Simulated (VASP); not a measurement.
# Ga3W (P6_3/mmc) in VASP: further runs

Runs on Ga3W. Level: PBE. Tasks: single point, relaxation of cell and atoms.

Everything below comes from runs of VASP 6.6.1. Logs are shortened: lines on timing, memory, paths and dates and some standing lists are left out, and cuts for length are marked.

### Step 1. The cell of the first run

Symmetry: P6_3/mmc, No. 194, hexagonal system. Conventional cell: a = 6.437 Å, b = 6.437 Å, c = 5.079 Å, α = 90.00°, β = 90.00°, γ = 120.00°. Within 4.1 Å of Ga (site symmetry mm2) lie 4 W at 3.14 to 3.22 Å and 8 Ga at 3.16 to 3.25 Å. W (site symmetry -6m2) has 12 Ga at 3.14 to 3.22 Å within 4.1 Å.

### Step 2. Single point, PBE

File INCAR:

```
SYSTEM = Ga3W
PREC = Accurate ; ENCUT = 520
EDIFF = 1E-6 ; ISMEAR = 0
SIGMA = 0.1 ; LREAL = .False.
LASPH = .True. ; NELM = 100
ALGO = Fast ; ISIF = 2
LWAVE = .False. ; LCHARG = .False.
GGA = PE ; NBANDS = 63
```

File KPOINTS:

```
regular mesh
0
Gamma
  3 3 4
  0 0 0
```

File POSCAR:

```
Ga3W
1.0
    6.4372860700      0.0000000000      0.0000000000
   -3.2186430400      5.5748532700      0.0000000000
    0.0000000000      0.0000000000      5.0791323100
Ga W
6 2
Direct
    0.3362817500      0.1681408700      0.7500000000
    0.8318591300      0.1681408700      0.7500000000
    0.8318591300      0.6637182500      0.7500000000
    0.6637182500      0.8318591300      0.2500000000
    0.1681408700      0.8318591300      0.2500000000
    0.1681408700      0.3362817500      0.2500000000
    0.6666666700      0.3333333300      0.2500000000
    0.3333333300      0.6666666700      0.7500000000
```

Potentials or basis: VASP PAW PBE potentials, release 64 (Ga_d, W_sv).

Run with:

```
cat potpaw_PBE.64/Ga_d/POTCAR potpaw_PBE.64/W_sv/POTCAR > POTCAR
mpirun -np 1 vasp_std > vasp.out
```

OUTCAR:

```text
SYSTEM = Ga3W
   PREC = Accurate
   ENCUT = 520
   EDIFF = 1E-6
   ISMEAR = 0
   LREAL = .False.
   LASPH = .True.
   NELM = 100
   ISIF = 2
   GGA = PE

 ion  position               nearest neighbor table
   1  0.336  0.168  0.750-   7 3.14   7 3.14
   2  0.832  0.168  0.750-   7 3.14   7 3.14
   3  0.832  0.664  0.750-   7 3.14   7 3.14
   4  0.664  0.832  0.250-   8 3.14   8 3.14
   5  0.168  0.832  0.250-   8 3.14   8 3.14
   6  0.168  0.336  0.250-   8 3.14   8 3.14
   7  0.667  0.333  0.250-   1 3.14   1 3.14   3 3.14   3 3.14   2 3.14   2 3.14
   8  0.333  0.667  0.750-   4 3.14   4 3.14   6 3.14   6 3.14   5 3.14   5 3.14

  LATTYP: Found a hexagonal cell.
 ALAT       =     6.4372860700
 C/A-ratio  =     0.7890176473

  Lattice vectors:

 A1 = (   6.4372860700,   0.0000000000,   0.0000000000)
 A2 = (  -3.2186430400,   5.5748532700,   0.0000000000)
 A3 = (   0.0000000000,   0.0000000000,   5.0791323100)

Analysis of symmetry for initial positions (statically):
=====================================================================
 Subroutine PRICEL returns:
 Original cell was already a primitive cell.

 Routine SETGRP: Setting up the symmetry group for a
 hexagonal supercell.

 Subroutine GETGRP returns: Found 24 space group operations
 (whereof 12 operations were pure point group operations)
 out of a pool of 24 trial point group operations.

The static configuration has the point symmetry D_3d.
 The point group associated with its full space group is D_6h.

Analysis of symmetry for dynamics (positions and initial velocities):
=====================================================================
 Subroutine PRICEL returns:
 Original cell was already a primitive cell.

 Routine SETGRP: Setting up the symmetry group for a
 hexagonal supercell.

 Subroutine GETGRP returns: Found 24 space group operations
 (whereof 12 operations were pure point group operations)
 out of a pool of 24 trial point group operations.

The dynamic configuration has the point symmetry D_3d.
 The point group associated with its full space group is D_6h.

 Subroutine INISYM returns: Found 24 space group operations
 (whereof 12 operations are pure point group operations),
 and found     1 'primitive' translations

----------------------------------------------------------------------------------------

                                     Primitive cell

  volume of cell :     182.2744

  direct lattice vectors                    reciprocal lattice vectors
     6.437286070  0.000000000  0.000000000     0.155344968  0.089688459  0.000000000
    -3.218643040  5.574853270  0.000000000     0.000000000  0.179376918  0.000000000
     0.000000000  0.000000000  5.079132310     0.000000000  0.000000000  0.196884022

  length of vectors
     6.437286070  6.437286074  5.079132310     0.179376918  0.179376918  0.196884022

  position of ions in fractional coordinates (direct lattice)
     0.336281750  0.168140870  0.750000000
     0.831859130  0.168140870  0.750000000
     0.831859130  0.663718250  0.750000000
     0.663718250  0.831859130  0.250000000
     0.168140870  0.831859130  0.250000000
     0.168140870  0.336281750  0.250000000
     0.666666670  0.333333330  0.250000000
     0.333333330  0.666666670  0.750000000

  ion indices of the primitive-cell ions
   primitive index   ion index
                 1           1
                 2           2
                 3           3
                 4           4
                 5           5
                 6           6
                 7           7
                 8           8

----------------------------------------------------------------------------------------

 KPOINTS: regular mesh

Automatic generation of k-mesh.
 Grid dimensions read from file:
 generate k-points for:    3    3    4

 Generating k-lattice:

  Cartesian coordinates                     Fractional coordinates (reciprocal lattice)
     0.051781656  0.029896153  0.000000000     0.333333333  0.000000000  0.000000000
     0.000000000  0.059792306  0.000000000     0.000000000  0.333333333  0.000000000
     0.000000000  0.000000000  0.049221006     0.000000000  0.000000000  0.250000000

  Length of vectors
     0.059792306  0.059792306  0.049221006

  Shift w.r.t. Gamma in fractional coordinates (k-lattice)
     0.000000000  0.000000000  0.000000000

 Subroutine IBZKPT returns following result:
 ===========================================

 Found      9 irreducible k-points:

 Following reciprocal coordinates:
            Coordinates               Weight
  0.000000  0.000000  0.000000      1.000000
  0.333333  0.000000  0.000000      6.000000
  0.333333  0.333333  0.000000      2.000000
  0.000000  0.000000  0.250000      2.000000
  0.333333  0.000000  0.250000     12.000000
  0.333333  0.333333  0.250000      4.000000
  0.000000  0.000000  0.500000      1.000000
  0.333333  0.000000  0.500000      6.000000
  0.333333  0.333333  0.500000      2.000000
   k-points           NKPTS =      9   k-points in BZ     NKDIM =      9   number of bands    NBANDS=     63
   number of dos      NEDOS =    301   number of ions     NIONS =      8
   total plane-waves  NPLWV =  92160
   dimension x,y,z NGX =    48 NGY =   48 NGZ =   40
   dimension x,y,z NGXF=    96 NGYF=   96 NGZF=   80
   ions per type =               6   2
   NGX,Y,Z   is equivalent  to a cutoff of  12.40, 12.40, 13.09 a.u.
   NGXF,Y,Z  is equivalent  to a cutoff of  24.79, 24.79, 26.18 a.u.
 SYSTEM =  Ga3W
   PREC   = accura    normal or accurate (medium, high low for compatibility)
   ISTART =      0    job   : 0-new  1-cont  2-samecut
   ICHARG =      2    charge: 1-file 2-atom 10-const
   ISPIN  =      1    spin polarized calculation?
   LNONCOLLINEAR =      F non collinear calculations
   LSORBIT =      F    spin-orbit coupling
   LASPH  =      T    aspherical Exc in radial PAW
   ENCUT  =  520.0 eV  38.22 Ry    6.18 a.u.  11.97 11.97  9.44*2*pi/ulx,y,z
   NELM   =    100;   NELMIN=  2; NELMDL= -5     # of ELM steps
   EDIFF  = 0.1E-05   stopping-criterion for ELM
   LREAL  =      F    real-space projection
   EDIFFG = 0.1E-04   stopping-criterion for IOM
   NSW    =      0    number of steps for IOM
   IBRION =     -1    ionic relax: 0-MD 1-quasi-New 2-CG
   NFREE  =      0    steps in history (QN), initial steepest desc. (CG)
   ISIF   =      2    stress and relaxation
   ISYM   =      2    0-nonsym 1-usesym 2-fastsym
   POTIM  = 0.5000    time-step for ionic-motion
   TEBEG  =    0.0;   TEEND  =   0.0 temperature during run
   PSTRESS=    0.0 pullay stress
   NELECT =     106.0000    total number of electrons
   NUPDOWN=      -1.0000    fix difference up-down
   EMIN   =  10.00;   EMAX   =-10.00  energy-range for DOS
   EFERMI =   0.00;   METHOD = LEGACY
   ISMEAR =     0;   SIGMA  =   0.10  broadening in eV -4-tet -1-fermi 0-gaus
   EFERMI_NEDOS =   21; number of points for ismear=-14 and -15
   IALGO  =     68    algorithm
   IMIX   =      4    mixing-type and parameters
     AMIX     =   0.40;   BMIX     =  1.00
     AMIX_MAG =   1.60;   BMIX_MAG =  1.00
  volume/ion in A,a.u.               =      22.78       153.76
  Fermi-wavevector in a.u.,A,eV,Ry     =   1.366474  2.582262 25.405513  1.867253
  Thomas-Fermi vector in A             =   2.492612
   LORBIT       =      0    0 simple, 1 ext, 2 COOP (PROOUT), +10 PAW based schemes
   GGA     = PE    functional components
   LHFCALC =     F    Hartree Fock is set to
   AEXX    =    0.0000 exact exchange contribution
   IVDW    =     0    specifies the selected vdW correction
   LEPSILON=     F    determine dielectric tensor
   LRPA    =     F    only Hartree local field effects (RPA)
 non-spin polarized calculation
 RMM-DIIS sequential band-by-band and
 Gauss-broadening in eV      SIGMA  =   0.10
  energy-cutoff  :      520.00
  volume of cell :      182.27
 maximum number of plane-waves:      4929
 NGX is ok and might be reduce to    48
   NGX = 23   NGY = 23   NGZ = 19

 number of electron     106.0000022 magnetization

 Free energy of the ion-electron system (eV)
  ---------------------------------------------------
  ext. energy  EPLUGINS =         0.00000000
  ---------------------------------------------------
  free energy    TOTEN  =       -35.89133608 eV

  energy without entropy =      -35.85841299  energy(sigma->0) =      -35.87487454

 E-fermi :   4.6954     XC(G=0): -10.5348

 val. band max:        4.6880284296   @ k =   0.0000   0.0000   0.0000
 cond. band min:       4.7493035568   @ k =   0.3333   0.3333   0.5000
 fundamental gap:      0.0612751271
 Fermi energy:         4.6954486436

 k-point     1 :       0.0000    0.0000    0.0000
  band No.  band energies     occupation
      1     -69.8211      2.00000
      2     -69.8211      2.00000
      3     -33.9783      2.00000
      4     -33.9783      2.00000
      5     -33.9761      2.00000
      6     -33.9761      2.00000
[... 55 lines left out ...]
     62       7.5877      0.00000
     63       8.0640      0.00000

 k-point     2 :       0.3333    0.0000    0.0000
  band No.  band energies     occupation
      1     -69.8212      2.00000
      2     -69.8211      2.00000
      3     -33.9785      2.00000
      4     -33.9780      2.00000
      5     -33.9765      2.00000
      6     -33.9759      2.00000
[... 55 lines left out ...]
     62       7.0103      0.00000
     63       7.2900      0.00000

 k-point     3 :       0.3333    0.3333    0.0000
  band No.  band energies     occupation
      1     -69.8211      2.00000
      2     -69.8211      2.00000
      3     -33.9787      2.00000
      4     -33.9772      2.00000
      5     -33.9772      2.00000
      6     -33.9758      2.00000
[... 385 lines left out ...]
     62       7.3960      0.00000
     63       8.8209      0.00000

 k-point     9 :       0.3333    0.3333    0.5000
  band No.  band energies     occupation
      1     -69.8211      2.00000
      2     -69.8211      2.00000
      3     -33.9772      2.00000
      4     -33.9772      2.00000
      5     -33.9772      2.00000
      6     -33.9772      2.00000
[... 55 lines left out ...]
     62       8.1802      0.00000
     63       8.2069      0.00000

------------------------ aborting loop because EDIFF is reached ----------------------------------------

  FORCE on cell =-STRESS in cart. coord.  units (eV):
  Direction    XX          YY          ZZ          XY          YZ          ZX
  --------------------------------------------------------------------------------------
  -------------------------------------------------------------------------------------
  Total      -22.8984112    -22.8984112    -17.0074297      0.0000000      0.0000000      0.0000000
  in kB     -201.2751481   -201.2751482   -149.4939058      0.0000002      0.0000000      0.0000000
  external PRESSURE =    -184.0147340 kB  Pullay stress =       0.0000000 kB

 VOLUME and BASIS-vectors are now :
 -----------------------------------------------------------------------------
  energy-cutoff  :      520.00
  volume of cell :      182.27
      direct lattice vectors                 reciprocal lattice vectors
     6.437286070  0.000000000  0.000000000     0.155344968  0.089688459  0.000000000
    -3.218643040  5.574853270  0.000000000     0.000000000  0.179376918  0.000000000
     0.000000000  0.000000000  5.079132310     0.000000000  0.000000000  0.196884022

 POSITION                                       TOTAL-FORCE (eV/Angst)
 -----------------------------------------------------------------------------------
      1.62356      0.93736      3.80935         0.426618      0.246308      0.000000
      4.81373      0.93736      3.80935        -0.426618      0.246308      0.000000
      3.21864      3.70013      3.80935         0.000000     -0.492615     -0.000000
      1.59509      4.63749      1.26978        -0.426618     -0.246308     -0.000000
     -1.59509      4.63749      1.26978         0.426618     -0.246308     -0.000000
     -0.00000      1.87472      1.26978        -0.000000      0.492615      0.000000
      3.21864      1.85828      1.26978        -0.000000     -0.000000      0.000000
     -0.00000      3.71657      3.80935         0.000000     -0.000000      0.000000
 -----------------------------------------------------------------------------------
    total drift:                               -0.000024      0.000014      0.000000

  FREE ENERGIE OF THE ION-ELECTRON SYSTEM (eV)
  ---------------------------------------------------
  free  energy   TOTEN  =       -35.8913360839 eV

  energy  without entropy=      -35.8584129876  energy(sigma->0) =      -35.87487454
```

It took 4.7 min on 1 thread of Oxide Virtual Turin-like, shared host; peak memory 0.29 GiB.

What came out:

* Free energy: -35.8913 eV
* Pressure: -18.4 GPa
* Largest force: 0.493 eV/Å
* Band gap on the k mesh: zero (band 53 reaches 4.98 eV, above the bottom of band 54 at 4.37 eV)

Forces in eV/Å, atoms in the order of the input:
```
Ga   0.427  0.246  0.000
Ga  -0.427  0.246  0.000
Ga   0.000 -0.493  0.000
Ga  -0.427 -0.246  0.000
Ga   0.427 -0.246  0.000
Ga   0.000  0.493  0.000
W    0.000  0.000  0.000
W    0.000  0.000  0.000
```

Stress tensor (GPa, compression positive):
```
-20.13   0.00   0.00
  0.00 -20.13   0.00
  0.00   0.00 -14.95
```

Caveat: the k points lie up to 0.38 Å⁻¹ apart; spin-orbit coupling is left out, which moves the levels of the heavy elements.

### Step 3. Single point, PBE

This run uses another cell than the first one, of 15.77 Å³/atom, 0.692 times its volume.

File INCAR:

```
SYSTEM = Ga3W
  PREC = Accurate
  ENCUT = 520
  EDIFF = 1E-7
  ISMEAR = 0
  SIGMA = 0.1
  LREAL = .False.
  LASPH = .True.
  NELM = 100
  ALGO = Normal
  ISIF = 2
  LWAVE = .False.
  LCHARG = .False.
  GGA = PE
  NBANDS = 63
```

KPOINTS is that of step 2.

File POSCAR:

```
Ga3W
1.0
    5.4882268805      0.0000000025      0.0000000000
   -2.7441134424      4.7529438990      0.0000000000
    0.0000000000      0.0000000000      4.8373376790
Ga W
6 2
Direct
    0.3366002997      0.1683001499      0.7500000000
    0.8316998501      0.1683001499      0.7500000000
    0.8316998501      0.6633997003      0.7500000000
    0.6633997003      0.8316998501      0.2500000000
    0.1683001499      0.8316998501      0.2500000000
    0.1683001499      0.3366002997      0.2500000000
    0.6666666667      0.3333333333      0.2500000000
    0.3333333333      0.6666666667      0.7500000000
```

Potentials or basis: VASP PAW PBE potentials, release 64 (Ga_d, W_sv).

Run with:

```
cat potpaw_PBE.64/Ga_d/POTCAR potpaw_PBE.64/W_sv/POTCAR > POTCAR
mpirun -np 1 vasp_std > vasp.out
```

Wall time 2.2 min (1 thread of Oxide Virtual Turin-like, shared host); peak memory 0.23 GiB.

The run converged. Its results:

```yaml
Free_energy: -41.0825 eV
Pressure: 0.4 GPa
Largest_force: 0.034 eV/Å
Band_gap_on_the_k_mesh: zero (band 53 reaches 9.18 eV, above the bottom of band 54 at 8.02 eV)
```

Forces in eV/Å, atoms in the order of the input:
```
Ga  -0.029 -0.017  0.000
Ga   0.029 -0.017  0.000
Ga   0.000  0.034  0.000
Ga   0.029  0.017  0.000
Ga  -0.029  0.017  0.000
Ga   0.000 -0.034  0.000
W    0.000  0.000  0.000
W    0.000  0.000  0.000
```

Stress tensor (GPa, compression positive):
```
0.43 0.00 0.00
0.00 0.43 0.00
0.00 0.00 0.27
```

Levels at points of the mesh, in eV from the Fermi level:
```
           k point  band 51  band 52  band 53  band 54  band 55  band 56
(0.00, 0.00, 0.00)    -1.59    -0.90    -0.90     0.28     0.33     0.33
(0.00, 0.00, 0.50)    -1.93    -1.93     0.48     0.48     0.48     0.48
```

Caveat: the k points lie up to 0.44 Å⁻¹ apart; spin-orbit coupling is left out, which moves the levels of the heavy elements.

[end of part 1 of 2]
